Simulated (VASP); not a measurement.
# Si2Ge2P (P6/mmm) in VASP: notebook

Runs on Si2Ge2P. Level: PBE. Tasks: single point, relaxation of cell and atoms.

Everything below comes from runs of VASP 6.6.1. Logs are shortened: lines on timing, memory, paths and dates and some standing lists are left out, and cuts for length are marked.

## 1. The cell of the first run

It takes space group P6/mmm (No. 191, hexagonal). Conventional cell: a = 3.949 Å, b = 3.949 Å, c = 8.079 Å, α = 90.00°, β = 90.00°, γ = 120.00°. Si (site symmetry 6mm) has 1 P at 2.22 Å within 2.9 Å. Within 3.0 Å of Ge (site symmetry -6m2) lie 3 Ge at 2.28 Å and 6 Si at 2.92 Å. Within 2.9 Å of P (site symmetry 6/mmm) lie 2 Si at 2.22 Å.

## 2. Single point, PBE

INCAR reads:

```
  PREC = Accurate
  ENCUT = 520
  EDIFF = 1E-6
  ISMEAR = 0
  SIGMA = 0.1
  LREAL = F
  LASPH = T
  NELM = 60
  ALGO = Normal
  ISIF = 2
  LWAVE = F
  LCHARG = F
  GGA = PE
  NBANDS = 28
```

KPOINTS reads:

```
Automatic mesh
0
Gamma
  6 6 2
```

POSCAR reads:

```
Si2Ge2P
1.0
    3.9489086700      0.0000000000      0.0000000000
   -1.9744543300      3.4198552200      0.0000000000
    0.0000000000      0.0000000000      8.0789320300
Si Ge P
2 2 1
Direct
    0.0000000000      0.0000000000      0.7253996300
    0.0000000000      0.0000000000      0.2746003700
    0.3333333300      0.6666666700      0.5000000000
    0.6666666700      0.3333333300      0.5000000000
    0.0000000000      0.0000000000      0.0000000000
```

Potentials or basis: VASP PAW PBE potentials, release 64 (Si, Ge_d, P).

On the command line:

```sh
> cat potpaw_PBE.64/Si/POTCAR potpaw_PBE.64/Ge_d/POTCAR potpaw_PBE.64/P/POTCAR > POTCAR
> mpirun -np 1 vasp_std > vasp.out
```

OUTCAR:

```text
PREC = Accurate
   ENCUT = 520
   EDIFF = 1E-6
   ISMEAR = 0
   LREAL = F
   LASPH = T
   NELM = 60
   ISIF = 2
   GGA = PE

 ion  position               nearest neighbor table
   1  0.000  0.000  0.725-   5 2.22   4 2.92   3 2.92   3 2.92   4 2.92   4 2.92   3 2.92
   2  0.000  0.000  0.275-   5 2.22   4 2.92   3 2.92   3 2.92   4 2.92   4 2.92   3 2.92
   3  0.333  0.667  0.500-   4 2.28   4 2.28   4 2.28   1 2.92   2 2.92   2 2.92   1 2.92   2 2.92
                             1 2.92
   4  0.667  0.333  0.500-   3 2.28   3 2.28   3 2.28   1 2.92   2 2.92   1 2.92   2 2.92   1 2.92
                             2 2.92
   5  0.000  0.000  0.000-   1 2.22   2 2.22

  LATTYP: Found a hexagonal cell.
 ALAT       =     3.9489086700
 C/A-ratio  =     2.0458644920

  Lattice vectors:

 A1 = (   3.9489086700,   0.0000000000,   0.0000000000)
 A2 = (  -1.9744543300,   3.4198552200,   0.0000000000)
 A3 = (   0.0000000000,   0.0000000000,   8.0789320300)

Analysis of symmetry for initial positions (statically):
=====================================================================
 Subroutine PRICEL returns:
 Original cell was already a primitive cell.

 Routine SETGRP: Setting up the symmetry group for a
 hexagonal supercell.

 Subroutine GETGRP returns: Found 24 space group operations
 (whereof 24 operations were pure point group operations)
 out of a pool of 24 trial point group operations.

The static configuration has the point symmetry D_6h.

Analysis of symmetry for dynamics (positions and initial velocities):
=====================================================================
 Subroutine PRICEL returns:
 Original cell was already a primitive cell.

 Routine SETGRP: Setting up the symmetry group for a
 hexagonal supercell.

 Subroutine GETGRP returns: Found 24 space group operations
 (whereof 24 operations were pure point group operations)
 out of a pool of 24 trial point group operations.

The dynamic configuration has the point symmetry D_6h.

 Subroutine INISYM returns: Found 24 space group operations
 (whereof 24 operations are pure point group operations),
 and found     1 'primitive' translations

----------------------------------------------------------------------------------------

                                     Primitive cell

  volume of cell :     109.1035

  direct lattice vectors                    reciprocal lattice vectors
     3.948908670  0.000000000  0.000000000     0.253234522  0.146205019  0.000000000
    -1.974454330  3.419855220  0.000000000     0.000000000  0.292410040  0.000000000
     0.000000000  0.000000000  8.078932030     0.000000000  0.000000000  0.123778737

  length of vectors
     3.948908670  3.948908663  8.078932030     0.292410039  0.292410040  0.123778737

  position of ions in fractional coordinates (direct lattice)
     0.000000000  0.000000000  0.725399630
     0.000000000  0.000000000  0.274600370
     0.333333330  0.666666670  0.500000000
     0.666666670  0.333333330  0.500000000
     0.000000000  0.000000000  0.000000000

  ion indices of the primitive-cell ions
   primitive index   ion index
                 1           1
                 2           2
                 3           3
                 4           4
                 5           5

----------------------------------------------------------------------------------------

 KPOINTS: Automatic mesh

Automatic generation of k-mesh.
 Grid dimensions read from file:
 generate k-points for:    6    6    2

 Generating k-lattice:

  Cartesian coordinates                     Fractional coordinates (reciprocal lattice)
     0.042205754  0.024367503  0.000000000     0.166666667  0.000000000  0.000000000
     0.000000000  0.048735007  0.000000000     0.000000000  0.166666667  0.000000000
     0.000000000  0.000000000  0.061889368     0.000000000  0.000000000  0.500000000

  Length of vectors
     0.048735006  0.048735007  0.061889368

  Shift w.r.t. Gamma in fractional coordinates (k-lattice)
     0.000000000  0.000000000  0.000000000

 Subroutine IBZKPT returns following result:
 ===========================================

 Found     14 irreducible k-points:

 Following reciprocal coordinates:
            Coordinates               Weight
  0.000000  0.000000  0.000000      1.000000
  0.166667  0.000000  0.000000      6.000000
  0.333333 -0.000000  0.000000      6.000000
  0.500000 -0.000000  0.000000      3.000000
  0.166667  0.166667  0.000000      6.000000
  0.333333  0.166667  0.000000     12.000000
  0.333333  0.333333  0.000000      2.000000
  0.000000  0.000000  0.500000      1.000000
  0.166667  0.000000  0.500000      6.000000
  0.333333 -0.000000  0.500000      6.000000
  0.500000 -0.000000  0.500000      3.000000
  0.166667  0.166667  0.500000      6.000000
  0.333333  0.166667  0.500000     12.000000
  0.333333  0.333333  0.500000      2.000000
   k-points           NKPTS =     14   k-points in BZ     NKDIM =     14   number of bands    NBANDS=     28
   number of dos      NEDOS =    301   number of ions     NIONS =      5
   total plane-waves  NPLWV =  54000
   dimension x,y,z NGX =    30 NGY =   30 NGZ =   60
   dimension x,y,z NGXF=    60 NGYF=   60 NGZF=  120
   ions per type =               2   2   1
   NGX,Y,Z   is equivalent  to a cutoff of  12.63, 12.63, 12.35 a.u.
   NGXF,Y,Z  is equivalent  to a cutoff of  25.26, 25.26, 24.69 a.u.
 SYSTEM =  unknown system
   PREC   = accura    normal or accurate (medium, high low for compatibility)
   ISTART =      0    job   : 0-new  1-cont  2-samecut
   ICHARG =      2    charge: 1-file 2-atom 10-const
   ISPIN  =      1    spin polarized calculation?
   LNONCOLLINEAR =      F non collinear calculations
   LSORBIT =      F    spin-orbit coupling
   LASPH  =      T    aspherical Exc in radial PAW
   ENCUT  =  520.0 eV  38.22 Ry    6.18 a.u.   7.34  7.34 15.02*2*pi/ulx,y,z
   NELM   =     60;   NELMIN=  2; NELMDL= -5     # of ELM steps
   EDIFF  = 0.1E-05   stopping-criterion for ELM
   LREAL  =      F    real-space projection
   EDIFFG = 0.1E-04   stopping-criterion for IOM
   NSW    =      0    number of steps for IOM
   IBRION =     -1    ionic relax: 0-MD 1-quasi-New 2-CG
   NFREE  =      0    steps in history (QN), initial steepest desc. (CG)
   ISIF   =      2    stress and relaxation
   ISYM   =      2    0-nonsym 1-usesym 2-fastsym
   POTIM  = 0.5000    time-step for ionic-motion
   TEBEG  =    0.0;   TEEND  =   0.0 temperature during run
   PSTRESS=    0.0 pullay stress
   NELECT =      41.0000    total number of electrons
   NUPDOWN=      -1.0000    fix difference up-down
   EMIN   =  10.00;   EMAX   =-10.00  energy-range for DOS
   EFERMI =   0.00;   METHOD = LEGACY
   ISMEAR =     0;   SIGMA  =   0.10  broadening in eV -4-tet -1-fermi 0-gaus
   EFERMI_NEDOS =   21; number of points for ismear=-14 and -15
   IALGO  =     38    algorithm
   IMIX   =      4    mixing-type and parameters
     AMIX     =   0.40;   BMIX     =  1.00
     AMIX_MAG =   1.60;   BMIX_MAG =  1.00
  volume/ion in A,a.u.               =      21.82       147.25
  Fermi-wavevector in a.u.,A,eV,Ry     =   1.181381  2.232486 18.989111  1.395660
  Thomas-Fermi vector in A             =   2.317655
   LORBIT       =      0    0 simple, 1 ext, 2 COOP (PROOUT), +10 PAW based schemes
   GGA     = PE    functional components
   LHFCALC =     F    Hartree Fock is set to
   AEXX    =    0.0000 exact exchange contribution
   IVDW    =     0    specifies the selected vdW correction
   LEPSILON=     F    determine dielectric tensor
   LRPA    =     F    only Hartree local field effects (RPA)
 non-spin polarized calculation
 Gauss-broadening in eV      SIGMA  =   0.10
  energy-cutoff  :      520.00
  volume of cell :      109.10
 maximum number of plane-waves:      2964
 NGX is ok and might be reduce to    30
   NGX = 15   NGY = 15   NGZ = 31

 number of electron      40.9999987 magnetization

 Free energy of the ion-electron system (eV)
  ---------------------------------------------------
  ext. energy  EPLUGINS =         0.00000000
  ---------------------------------------------------
  free energy    TOTEN  =       -19.84088932 eV

  energy without entropy =      -19.81321005  energy(sigma->0) =      -19.82704968

 E-fermi :   4.8212     XC(G=0):  -9.5745

 val. band max:        4.8159594104   @ k =   0.3333  -0.0000   0.5000
 cond. band min:       4.9033779213   @ k =   0.1667   0.0000   0.0000
 fundamental gap:      0.0874185109
 Fermi energy:         4.8212486132

 k-point     1 :       0.0000    0.0000    0.0000
  band No.  band energies     occupation
      1     -20.5363      2.00000
      2     -20.4696      2.00000
      3     -20.4696      2.00000
      4     -20.4295      2.00000
      5     -20.4295      2.00000
      6     -20.2666      2.00000
[... 20 lines left out ...]
     27       9.1646      0.00000
     28       9.8718      0.00000

 k-point     2 :       0.1667    0.0000    0.0000
  band No.  band energies     occupation
      1     -20.5496      2.00000
      2     -20.5231      2.00000
      3     -20.5026      2.00000
      4     -20.4358      2.00000
      5     -20.4210      2.00000
      6     -20.2286      2.00000
[... 20 lines left out ...]
     27       8.8689      0.00000
     28       9.8752      0.00000

 k-point     3 :       0.3333   -0.0000    0.0000
  band No.  band energies     occupation
      1     -20.6087      2.00000
      2     -20.5916      2.00000
      3     -20.5021      2.00000
      4     -20.4476      2.00000
      5     -20.4008      2.00000
      6     -20.2543      2.00000
[... 20 lines left out ...]
     27       9.5420      0.00000
     28      10.2395      0.00000

 k-point     4 :       0.5000   -0.0000    0.0000
  band No.  band energies     occupation
      1     -20.6361      2.00000
      2     -20.6180      2.00000
      3     -20.4965      2.00000
      4     -20.4531      2.00000
      5     -20.3878      2.00000
      6     -20.2700      2.00000
[... 268 lines left out ...]
     27       9.0556      0.00000
     28      10.7429      0.00000

 k-point    13 :       0.3333    0.1667    0.5000
  band No.  band energies     occupation
      1     -20.6724      2.00000
      2     -20.5653      2.00000
      3     -20.5082      2.00000
      4     -20.4595      2.00000
      5     -20.3738      2.00000
      6     -20.2818      2.00000
[... 20 lines left out ...]
     27       9.6848      0.00000
     28      10.8078      0.00000

 k-point    14 :       0.3333    0.3333    0.5000
  band No.  band energies     occupation
      1     -20.7015      2.00000
      2     -20.5306      2.00000
      3     -20.5306      2.00000
      4     -20.4673      2.00000
      5     -20.3277      2.00000
      6     -20.3277      2.00000
[... 20 lines left out ...]
     27      10.1301      0.00000
     28      10.5101      0.00000

------------------------ aborting loop because EDIFF is reached ----------------------------------------

  FORCE on cell =-STRESS in cart. coord.  units (eV):
  Direction    XX          YY          ZZ          XY          YZ          ZX
  --------------------------------------------------------------------------------------
  -------------------------------------------------------------------------------------
  Total        9.4046505      9.4046505     -2.0108256      0.0000000      0.0000000      0.0000000
  in kB      138.1066144    138.1066139    -29.5288284      0.0000002      0.0000000      0.0000000
  external PRESSURE =      82.2281333 kB  Pullay stress =       0.0000000 kB

 VOLUME and BASIS-vectors are now :
 -----------------------------------------------------------------------------
  energy-cutoff  :      520.00
  volume of cell :      109.10
      direct lattice vectors                 reciprocal lattice vectors
     3.948908670  0.000000000  0.000000000     0.253234522  0.146205019  0.000000000
    -1.974454330  3.419855220  0.000000000     0.000000000  0.292410040  0.000000000
     0.000000000  0.000000000  8.078932030     0.000000000  0.000000000  0.123778737

 POSITION                                       TOTAL-FORCE (eV/Angst)
 -----------------------------------------------------------------------------------
      0.00000      0.00000      5.86045         0.000000      0.000000      1.201305
      0.00000      0.00000      2.21848         0.000000     -0.000000     -1.201305
     -0.00000      2.27990      4.03947        -0.000000      0.000000      0.000000
      1.97445      1.13995      4.03947         0.000000     -0.000000      0.000000
      0.00000      0.00000      0.00000        -0.000000      0.000000      0.000000
 -----------------------------------------------------------------------------------
    total drift:                               -0.000000      0.000000      0.000000

  FREE ENERGIE OF THE ION-ELECTRON SYSTEM (eV)
  ---------------------------------------------------
  free  energy   TOTEN  =       -19.8408893166 eV

  energy  without entropy=      -19.8132100511  energy(sigma->0) =      -19.82704968
```

Wall time 33 s (1 thread of Intel Xeon Platinum 8488C (Sapphire Rapids), shared host); peak memory 0.23 GiB.

Results:

```
Free energy   : -19.8409 eV
Pressure      : 8.2 GPa
Largest force : 1.201 eV/Å
```

Forces in eV/Å, atoms in the order of the input:
```
Si   0.000  0.000  1.201
Si   0.000  0.000 -1.201
Ge   0.000  0.000  0.000
Ge   0.000  0.000  0.000
P    0.000  0.000  0.000
```

Levels at points of the mesh, in eV from the Fermi level:
| k point | band 18 | band 19 | band 20 | band 21 | band 22 | band 23 | band 24 | band 25 |
| --- | --- | --- | --- | --- | --- | --- | --- | --- |
| (0.00, 0.00, 0.00) | -0.92 | -0.70 | -0.70 | 1.01 | 1.01 | 1.72 | 1.72 | 1.75 |
| (0.50, 0.00, 0.00) | -2.68 | -2.65 | -0.33 | -0.04 | 0.55 | 1.65 | 2.04 | 2.98 |
| (0.00, 0.00, 0.50) | -0.92 | -0.35 | -0.35 | -0.01 | -0.01 | 0.70 | 2.75 | 3.19 |
| (0.50, 0.00, 0.50) | -2.94 | -1.57 | -0.79 | -0.30 | 1.10 | 2.12 | 2.52 | 2.55 |

Caveat: the k points lie up to 0.39 Å⁻¹ apart; forces of over 1 eV/Å act on the atoms, so gaps and moduli don't describe the material at rest.

## 3. Single point, PBE

This run uses another cell than the first one, of 24.87 Å³/atom, 1.140 times its volume.

INCAR reads:

```
  PREC = Accurate
  ENCUT = 520
  EDIFF = 1E-6
  ISMEAR = 0
  SIGMA = 0.1
  LREAL = False
  LASPH = True
  NELM = 100
  ALGO = Normal
  ISIF = 2
  LWAVE = False
  LCHARG = False
  GGA = PE
  NBANDS = 28
```

KPOINTS reads:

```
regular mesh
0
Gamma
  6 6 2
```

POSCAR reads:

```
Si2Ge2P
1.0
    4.4735612295     -0.0000000033      0.0000000000
   -2.2367806119      3.8742176717      0.0000000000
    0.0000000000      0.0000000000      7.1741414701
Si Ge P
2 2 1
Direct
    0.0000000000      0.0000000000      0.7037564245
    0.0000000000      0.0000000000      0.2962435755
    0.3333333333      0.6666666667      0.5000000000
    0.6666666667      0.3333333333      0.5000000000
    0.0000000000      0.0000000000      0.0000000000
```

Potentials or basis: VASP PAW PBE potentials, release 64 (Si, Ge_d, P).

On the command line:

```sh
> cat potpaw_PBE.64/Si/POTCAR potpaw_PBE.64/Ge_d/POTCAR potpaw_PBE.64/P/POTCAR > POTCAR
> mpirun -np 1 vasp_std > vasp.out
```

It took 37 s on 1 thread of Intel Xeon Platinum 8488C (Sapphire Rapids), shared host; peak memory 0.26 GiB.

The run converged. Its results:

* Free energy: -21.3195 eV
* Pressure: 0.0 GPa
* Largest force: 0.029 eV/Å

Forces in eV/Å, atoms in the order of the input:
```
Si   0.000  0.000  0.029
Si   0.000  0.000 -0.029
Ge   0.000  0.000  0.000
Ge   0.000  0.000  0.000
P    0.000  0.000  0.000
```

Stress tensor (GPa, compression positive):
```
 0.07  0.00  0.00
 0.00  0.07  0.00
 0.00  0.00 -0.10
```

Levels at points of the mesh, in eV from the Fermi level:
| k point | band 17 | band 18 | band 19 | band 20 | band 21 | band 22 | band 23 | band 24 |
| --- | --- | --- | --- | --- | --- | --- | --- | --- |
| (0.00, 0.00, 0.00) | -2.34 | -2.34 | -2.19 | -2.19 | 0.15 | 0.15 | 0.88 | 0.88 |
| (0.50, 0.00, 0.00) | -3.24 | -2.21 | -1.54 | -0.88 | 0.21 | 1.19 | 1.41 | 3.53 |
| (0.00, 0.00, 0.50) | -2.34 | -2.31 | -1.81 | -1.81 | -1.17 | -1.17 | 1.15 | 2.98 |
| (0.50, 0.00, 0.50) | -4.07 | -3.81 | -1.59 | -0.59 | 0.87 | 0.96 | 2.35 | 2.58 |

Caveat: the k points lie up to 0.44 Å⁻¹ apart.

[end of part 1 of 3]
